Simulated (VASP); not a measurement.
# TaN (Fm-3m) in VASP: single point with PBE+D3(BJ)

Aim: the single point of TaN with PBE+D3(BJ).

Everything below comes from runs of VASP 6.6.1. Logs are shortened: lines on timing, memory, paths and dates and some standing lists are left out, and cuts for length are marked.

## (1) The cell of the first run

The structure is cubic, space group Fm-3m (No. 225). The conventional cell has a = 4.384 Å, b = 4.384 Å, c = 4.384 Å, α = 90.00°, β = 90.00°, γ = 90.00°. Within 2.9 Å of Ta (site symmetry m-3m) lie 6 N at 2.19 Å. N (site symmetry m-3m) has 6 Ta at 2.19 Å within 2.9 Å.

## (2) Single point, PBE+D3(BJ)

File INCAR:

```
SYSTEM = TaN
  PREC = Accurate
  ENCUT = 700
  EDIFF = 1E-6
  ISMEAR = 0
  SIGMA = 0.1
  LREAL = .False.
  LASPH = .True.
  NELM = 120
  ALGO = Normal
  ISIF = 2
  LWAVE = .False.
  LCHARG = .True.
  GGA = PE
  IVDW = 12
  LELF = .True.
  LVHAR = .True.
  NBANDS = 16
  GGA_COMPAT = .False.
```

File KPOINTS:

```
regular mesh
0
Gamma
  16 16 16
  0 0 0
```

File POSCAR:

```
TaN
1.0
    0.0000000000      2.1921251127      2.1921251127
    2.1921251127      0.0000000000      2.1921251127
    2.1921251127      2.1921251127      0.0000000000
Ta N
1 1
Direct
    0.0000000000      0.0000000000      0.0000000000
    0.5000000000      0.5000000000      0.5000000000
```

Potentials or basis: VASP PAW PBE potentials, release 64 (Ta_sv_GW, N).

Command:

```bash
$ cat potpaw_PBE.64/Ta_sv_GW/POTCAR potpaw_PBE.64/N/POTCAR > POTCAR
$ mpirun -np 1 vasp_std > vasp.out
```

OUTCAR:

```text
SYSTEM = TaN
   PREC = Accurate
   ENCUT = 700
   EDIFF = 1E-6
   ISMEAR = 0
   LREAL = .False.
   LASPH = .True.
   NELM = 120
   ISIF = 2
   GGA = PE
   IVDW = 12
 IVDW          = 12

 ion  position               nearest neighbor table
   1  0.000  0.000  0.000-   2 2.19   2 2.19   2 2.19   2 2.19   2 2.19   2 2.19
   2  0.500  0.500  0.500-   1 2.19   1 2.19   1 2.19   1 2.19   1 2.19   1 2.19

  LATTYP: Found a face centered cubic cell.
 ALAT       =     4.3842502254

  Lattice vectors:

 A1 = (   0.0000000000,   2.1921251127,   2.1921251127)
 A2 = (   2.1921251127,   0.0000000000,   2.1921251127)
 A3 = (   2.1921251127,   2.1921251127,   0.0000000000)

Analysis of symmetry for initial positions (statically):
=====================================================================
 Subroutine PRICEL returns:
 Original cell was already a primitive cell.

 Routine SETGRP: Setting up the symmetry group for a
 face centered cubic supercell.

 Subroutine GETGRP returns: Found 48 space group operations
 (whereof 48 operations were pure point group operations)
 out of a pool of 48 trial point group operations.

The static configuration has the point symmetry O_h .

Analysis of symmetry for dynamics (positions and initial velocities):
=====================================================================
 Subroutine PRICEL returns:
 Original cell was already a primitive cell.

 Routine SETGRP: Setting up the symmetry group for a
 face centered cubic supercell.

 Subroutine GETGRP returns: Found 48 space group operations
 (whereof 48 operations were pure point group operations)
 out of a pool of 48 trial point group operations.

The dynamic configuration has the point symmetry O_h .

 Subroutine INISYM returns: Found 48 space group operations
 (whereof 48 operations are pure point group operations),
 and found     1 'primitive' translations

----------------------------------------------------------------------------------------

                                     Primitive cell

  volume of cell :      21.0681

  direct lattice vectors                    reciprocal lattice vectors
     0.000000000  2.192125113  2.192125113    -0.228089171  0.228089171  0.228089171
     2.192125113  0.000000000  2.192125113     0.228089171 -0.228089171  0.228089171
     2.192125113  2.192125113  0.000000000     0.228089171  0.228089171 -0.228089171

  length of vectors
     3.100133065  3.100133065  3.100133065     0.395062033  0.395062033  0.395062033

  position of ions in fractional coordinates (direct lattice)
     0.000000000  0.000000000  0.000000000
     0.500000000  0.500000000  0.500000000

  ion indices of the primitive-cell ions
   primitive index   ion index
                 1           1
                 2           2

----------------------------------------------------------------------------------------

 KPOINTS: regular mesh

Automatic generation of k-mesh.
 Grid dimensions read from file:
 generate k-points for:   16   16   16

 Generating k-lattice:

  Cartesian coordinates                     Fractional coordinates (reciprocal lattice)
    -0.014255573  0.014255573  0.014255573     0.062500000  0.000000000  0.000000000
     0.014255573 -0.014255573  0.014255573     0.000000000  0.062500000  0.000000000
     0.014255573  0.014255573 -0.014255573     0.000000000  0.000000000  0.062500000

  Length of vectors
     0.024691377  0.024691377  0.024691377

  Shift w.r.t. Gamma in fractional coordinates (k-lattice)
     0.000000000  0.000000000  0.000000000

 Subroutine IBZKPT returns following result:
 ===========================================

 Found    145 irreducible k-points:

 Following reciprocal coordinates:
            Coordinates               Weight
  0.000000  0.000000  0.000000      1.000000
  0.062500  0.000000  0.000000      8.000000
  0.125000  0.000000  0.000000      8.000000
  0.187500  0.000000  0.000000      8.000000
  0.250000  0.000000  0.000000      8.000000
  0.312500  0.000000  0.000000      8.000000
[... 16 lines left out ...]
 -0.125000  0.062500  0.000000     24.000000
 -0.062500  0.062500  0.000000     12.000000
 [... further k-points ...]
   k-points           NKPTS =    145   k-points in BZ     NKDIM =    145   number of bands    NBANDS=     16
   number of dos      NEDOS =    301   number of ions     NIONS =      2
   total plane-waves  NPLWV =  21952
   dimension x,y,z NGX =    28 NGY =   28 NGZ =   28
   dimension x,y,z NGXF=    56 NGYF=   56 NGZF=   56
   ions per type =               1   1
   NGX,Y,Z   is equivalent  to a cutoff of  15.02, 15.02, 15.02 a.u.
   NGXF,Y,Z  is equivalent  to a cutoff of  30.03, 30.03, 30.03 a.u.
 SYSTEM =  TaN
   PREC   = accura    normal or accurate (medium, high low for compatibility)
   ISTART =      0    job   : 0-new  1-cont  2-samecut
   ICHARG =      2    charge: 1-file 2-atom 10-const
   ISPIN  =      1    spin polarized calculation?
   LNONCOLLINEAR =      F non collinear calculations
   LSORBIT =      F    spin-orbit coupling
   LASPH  =      T    aspherical Exc in radial PAW
   ENCUT  =  700.0 eV  51.45 Ry    7.17 a.u.   6.69  6.69  6.69*2*pi/ulx,y,z
   NELM   =    120;   NELMIN=  2; NELMDL= -5     # of ELM steps
   EDIFF  = 0.1E-05   stopping-criterion for ELM
   LREAL  =      F    real-space projection
   EDIFFG = 0.1E-04   stopping-criterion for IOM
   NSW    =      0    number of steps for IOM
   IBRION =     -1    ionic relax: 0-MD 1-quasi-New 2-CG
   NFREE  =      0    steps in history (QN), initial steepest desc. (CG)
   ISIF   =      2    stress and relaxation
   ISYM   =      2    0-nonsym 1-usesym 2-fastsym
   POTIM  = 0.5000    time-step for ionic-motion
   TEBEG  =    0.0;   TEEND  =   0.0 temperature during run
   PSTRESS=    0.0 pullay stress
   NELECT =      18.0000    total number of electrons
   NUPDOWN=      -1.0000    fix difference up-down
   EMIN   =  10.00;   EMAX   =-10.00  energy-range for DOS
   EFERMI =   0.00;   METHOD = LEGACY
   ISMEAR =     0;   SIGMA  =   0.10  broadening in eV -4-tet -1-fermi 0-gaus
   EFERMI_NEDOS =   21; number of points for ismear=-14 and -15
   IALGO  =     38    algorithm
   IMIX   =      4    mixing-type and parameters
     AMIX     =   0.40;   BMIX     =  1.00
     AMIX_MAG =   1.60;   BMIX_MAG =  1.00
  volume/ion in A,a.u.               =      10.53        71.09
  Fermi-wavevector in a.u.,A,eV,Ry     =   1.553425  2.935548 32.832622  2.413130
  Thomas-Fermi vector in A             =   2.657658
   LORBIT       =      0    0 simple, 1 ext, 2 COOP (PROOUT), +10 PAW based schemes
   GGA     = PE    functional components
   LHFCALC =     F    Hartree Fock is set to
   AEXX    =    0.0000 exact exchange contribution
   IVDW    =    12    specifies the selected vdW correction
   LEPSILON=     F    determine dielectric tensor
   LRPA    =     F    only Hartree local field effects (RPA)
 non-spin polarized calculation
 Gauss-broadening in eV      SIGMA  =   0.10
  energy-cutoff  :      700.00
  volume of cell :       21.07
 maximum number of plane-waves:       905
   NGX = 13   NGY = 13   NGZ = 13

 number of electron      18.0000000 magnetization

 Free energy of the ion-electron system (eV)
  ---------------------------------------------------
  ext. energy  EPLUGINS =         0.00000000
  ---------------------------------------------------
  free energy    TOTEN  =       -24.34769064 eV

  energy without entropy =      -24.34203104  energy(sigma->0) =      -24.34486084

 E-fermi :  13.9521     XC(G=0): -13.8363

 val. band max:       13.9366594399   @ k =  -0.2500   0.3750   0.1250
 cond. band min:      13.9535716926   @ k =  -0.3125   0.3125   0.1250
 fundamental gap:      0.0169122527
 Fermi energy:        13.9520754960

 k-point     1 :       0.0000    0.0000    0.0000
  band No.  band energies     occupation
      1     -55.6008      2.00000
      2     -21.7759      2.00000
      3     -21.7759      2.00000
      4     -21.7759      2.00000
      5      -4.9678      2.00000
      6      10.1032      2.00000
[... 8 lines left out ...]
     15      23.1280      0.00000
     16      38.2302      0.00000

 k-point     2 :       0.0625    0.0000    0.0000
  band No.  band energies     occupation
      1     -55.5986      2.00000
      2     -21.8122      2.00000
      3     -21.7791      2.00000
      4     -21.7791      2.00000
      5      -4.8717      2.00000
      6       9.5918      2.00000
[... 8 lines left out ...]
     15      23.4231      0.00000
     16      36.6921      0.00000

 k-point     3 :       0.1250    0.0000    0.0000
  band No.  band energies     occupation
      1     -55.5923      2.00000
      2     -21.9144      2.00000
      3     -21.7885      2.00000
      4     -21.7885      2.00000
      5      -4.5938      2.00000
      6       8.5518      2.00000
[... 8 lines left out ...]
     15      24.2421      0.00000
     16      34.4369      0.00000

 k-point     4 :       0.1875    0.0000    0.0000
  band No.  band energies     occupation
      1     -55.5828      2.00000
      2     -22.0639      2.00000
      3     -21.8024      2.00000
      4     -21.8024      2.00000
      5      -4.1639      2.00000
      6       7.3877      2.00000
[... 8 lines left out ...]
     15      25.3593      0.00000
     16      32.4043      0.00000

 k-point     5 :       0.2500    0.0000    0.0000
  band No.  band energies     occupation
      1     -55.5716      2.00000
      2     -22.2350      2.00000
      3     -21.8187      2.00000
      4     -21.8187      2.00000
      5      -3.6272      2.00000
      6       6.2459      2.00000
[... 8 lines left out ...]
     15      26.2190      0.00000
     16      31.2542      0.00000

 k-point     6 :       0.3125    0.0000    0.0000
  band No.  band energies     occupation
      1     -55.5603      2.00000
      2     -22.4011      2.00000
      3     -21.8349      2.00000
      4     -21.8349      2.00000
      5      -3.0424      2.00000
      6       5.2053      2.00000
[... 8 lines left out ...]
     15      26.1406      0.00000
     16      29.6115      0.00000

 k-point     7 :       0.3750    0.0000    0.0000
  band No.  band energies     occupation
      1     -55.5508      2.00000
      2     -22.5381      2.00000
      3     -21.8485      2.00000
      4     -21.8485      2.00000
      5      -2.4857      2.00000
      6       4.3364      2.00000
[... 8 lines left out ...]
     15      25.7676      0.00000
     16      27.8440      0.00000

 k-point     8 :       0.4375    0.0000    0.0000
  band No.  band energies     occupation
      1     -55.5444      2.00000
      2     -22.6279      2.00000
      3     -21.8576      2.00000
      4     -21.8576      2.00000
      5      -2.0625      2.00000
      6       3.7324      2.00000
[... 8 lines left out ...]
     15      25.6981      0.00000
     16      26.5370      0.00000

 k-point     9 :       0.5000    0.0000    0.0000
  band No.  band energies     occupation
      1     -55.5422      2.00000
      2     -22.6592      2.00000
      3     -21.8608      2.00000
      4     -21.8608      2.00000
      5      -1.8992      2.00000
      6       3.5100      2.00000
[... 8 lines left out ...]
     15      25.7348      0.00000
     16      26.0193      0.00000
[... 172 lines left out ...]
 k-point    19 :      -0.3750    0.0625    0.0000
  band No.  band energies     occupation
      1     -55.5472      2.00000
      2     -22.5640      2.00000
      3     -21.8853      2.00000
      4     -21.8476      2.00000
      5      -2.3516      2.00000
      6       4.1567      2.00000
[... 8 lines left out ...]
     15      25.5863      0.00000
     16      27.1130      0.00000

 k-point    20 :      -0.3125    0.0625    0.0000
  band No.  band energies     occupation
      1     -55.5557      2.00000
      2     -22.4449      2.00000
      3     -21.8763      2.00000
      4     -21.8306      2.00000
      5      -2.8443      2.00000
      6       4.8855      2.00000
[... 8 lines left out ...]
     15      25.9824      0.00000
     16      28.2954      0.00000

 k-point    21 :      -0.2500    0.0625    0.0000
  band No.  band energies     occupation
      1     -55.5663      2.00000
      2     -22.2916      2.00000
      3     -21.8612      2.00000
      4     -21.8125      2.00000
      5      -3.4011      2.00000
      6       5.8029      2.00000
[... 8 lines left out ...]
     15      26.4065      0.00000
     16      29.4755      0.00000

 k-point    22 :      -0.1875    0.0625    0.0000
  band No.  band energies     occupation
      1     -55.5776      2.00000
      2     -22.1259      2.00000
      3     -21.8420      2.00000
      4     -21.7962      2.00000
      5      -3.9391      2.00000
      6       6.8316      2.00000
[... 8 lines left out ...]
     15      25.9022      0.00000
     16      30.8688      0.00000

 k-point    23 :      -0.1250    0.0625    0.0000
  band No.  band energies     occupation
      1     -55.5877      2.00000
      2     -21.9738      2.00000
      3     -21.8208      2.00000
      4     -21.7841      2.00000
      5      -4.3943      2.00000
      6       7.8966      2.00000
[... 8 lines left out ...]
     15      24.8192      0.00000
     16      32.8908      0.00000

 k-point    24 :      -0.0625    0.0625    0.0000
  band No.  band energies     occupation
      1     -55.5950      2.00000
      2     -21.8625      2.00000
      3     -21.7987      2.00000
      4     -21.7781      2.00000
      5      -4.7169      2.00000
      6       8.8925      2.00000
[... 8 lines left out ...]
     15      23.8922      0.00000
     16      35.1370      0.00000

 [... further k-points ...]

------------------------ aborting loop because EDIFF is reached ----------------------------------------

 Edisp (eV)   -0.95390

 E8    (eV) :    -0.4412

  FORCE on cell =-STRESS in cart. coord.  units (eV):
  Direction    XX          YY          ZZ          XY          YZ          ZX
  --------------------------------------------------------------------------------------
  -------------------------------------------------------------------------------------
  Total       0.02249     0.02249     0.02249    -0.00000    -0.00000     0.00000
  in kB       1.71065     1.71065     1.71065    -0.00000    -0.00000     0.00000
  external pressure =        1.71 kB  Pullay stress =        0.00 kB

 VOLUME and BASIS-vectors are now :
 -----------------------------------------------------------------------------
  energy-cutoff  :      700.00
  volume of cell :       21.07
      direct lattice vectors                 reciprocal lattice vectors
     0.000000000  2.192125113  2.192125113    -0.228089171  0.228089171  0.228089171
     2.192125113  0.000000000  2.192125113     0.228089171 -0.228089171  0.228089171
     2.192125113  2.192125113  0.000000000     0.228089171  0.228089171 -0.228089171

 POSITION                                       TOTAL-FORCE (eV/Angst)
 -----------------------------------------------------------------------------------
      0.00000      0.00000      0.00000         0.000000     -0.000000      0.000000
      2.19213      2.19213      2.19213        -0.000000      0.000000     -0.000000
 -----------------------------------------------------------------------------------
    total drift:                                0.000000      0.000000      0.000000

  FREE ENERGIE OF THE ION-ELECTRON SYSTEM (eV)
  ---------------------------------------------------
  free  energy   TOTEN  =       -25.3015922844 eV

  energy  without entropy=      -25.2959326879  energy(sigma->0) =      -25.29876249
```

It took 68 s on 1 thread of AMD EPYC 7R13 (Zen 3), shared host; peak memory 0.21 GiB.

What came out:

```
Free energy                : -25.3016 eV
Pressure                   : 0.2 GPa
Band gap on the k mesh     : zero (bands 9 and 10 overlap by 4.06 eV)
Dispersion energy per atom : -0.477 eV
```

Levels at points of the mesh, in eV from the Fermi level:
| k point | band 5 | band 6 | band 7 | band 8 | band 9 | band 10 | band 11 | band 12 | band 13 | band 14 |
| --- | --- | --- | --- | --- | --- | --- | --- | --- | --- | --- |
| (0.00, 0.00, 0.00) | -18.92 | -3.85 | -3.85 | -3.85 | -2.12 | -2.12 | -2.12 | 0.08 | 0.08 | 1.59 |
| (0.50, 0.00, 0.00) | -15.85 | -10.44 | -7.64 | -7.64 | 1.95 | 1.95 | 2.03 | 3.83 | 7.64 | 7.64 |
| (0.50, 0.50, 0.00) | -17.68 | -6.65 | -5.52 | -4.65 | -4.65 | 2.17 | 3.62 | 3.62 | 4.64 | 6.92 |

Caveat: spin-orbit coupling is left out, which moves the levels of the heavy elements.
